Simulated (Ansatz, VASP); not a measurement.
# SiW: VASP beside Ansatz

INCAR

```
PREC = Accurate
ENCUT = 600
EDIFF = 1E-6
ISMEAR = 0
SIGMA = 0.1
LREAL = F
LASPH = T
NELM = 60
ALGO = Normal
ISIF = 3
LWAVE = F
LCHARG = F
GGA = PE
IBRION = 2
NSW = 100
EDIFFG = -0.01
```

KPOINTS

```
regular mesh
0
Gamma
  18 18 18
```

POSCAR

```
SiW
1.0
    3.0646479841      0.0000000000      0.0000000000
    0.0000000000      3.0646479841      0.0000000000
    0.0000000000      0.0000000000      3.0646479841
Si W
1 1
Direct
    0.0000000000      0.0000000000      0.0000000000
    0.5000000000      0.5000000000      0.5000000000
```

Input for Ansatz:

```yaml
crystal:
  lattice:
    - [3.0646479841, 0.0, 0.0]
    - [0.0, 3.0646479841, 0.0]
    - [0.0, 0.0, 3.0646479841]
  atoms:
    - { symbol: Si, position: [0.0, 0.0, 0.0] }
    - { symbol: W, position: [0.5, 0.5, 0.5] }
basis:
  ecutwfc: 420
kpoints:
  mp_grid: { grid: [18, 18, 18] }
hamiltonian:
  xc: pbe
scf:
  occupations: { method: gaussian, width: 0.1 }
output:
  forces: true
  stress: true
  eigenvalues: true
  write_density: true
  write_potential: true
  elf: true
  volumetric_format: npy
relax:
  adjacent_minimum: "off"
  f_tol: 0.01
  max_steps: 80
  cell: { stress_tol: 0.05 }
```

Alike in both runs: task relaxation of cell and atoms; functional PBE; k mesh 18 × 18 × 18; occupations gaussian, width 0.1 eV; no spin polarisation.

|  | VASP | Ansatz |
| --- | --- | --- |
| version | VASP 6.6.1 | Ansatz 0.2.0 |
| potentials or method | VASP PAW PBE potentials, release 64 (Si, W_sv), cutoff 600 eV | scalar-relativistic, plane waves, PAW |
| valence electrons in the cell | 18 | 18 |

```csv
,VASP,Ansatz,Ansatz less VASP
"gap on the k mesh at the Fermi level, each at its own relaxed structure (eV)",none,none,-
relaxed volume (Å³/atom),14.32,14.30,-0.014
relaxed cell length with the largest relative difference (Å),3.059,3.058,-0.0010
```

A gap of «none» marks a metal or a gap that the smearing closes.

Spin-orbit coupling is off throughout.
